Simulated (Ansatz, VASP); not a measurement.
**TiC: VASP beside Ansatz**

```xyz
2
Lattice="0.0000 2.2064 2.2064 2.2064 0.0000 2.2064 2.2064 2.2064 0.0000" Properties=species:S:1:pos:R:3 pbc="T T T"
Ti    0.0000    0.0000    0.0000
C     2.2064    2.2064    2.2064
```

Change from the starting cell: volume scaled by 1.06.

Alike in both runs: task single point; functional PBEsol; k mesh 16 × 16 × 16; occupations fermi-dirac, width 0.03 eV; no spin polarisation.

|  | VASP | Ansatz |
| --- | --- | --- |
| version | VASP 6.6.1 | Ansatz 0.2.0 |
| potentials or method | VASP PAW PBE potentials, release 64 (Ti_sv, C), cutoff 520 eV | all-electron LAPW, scalar-relativistic |

```tsv
	VASP	Ansatz	Ansatz less VASP
pressure (GPa)	-18.6	-18.7	-0.13
```

VASP's potentials were made for PBE, not for PBEsol. Ansatz ran all-electron here, and VASP with PAW potentials.
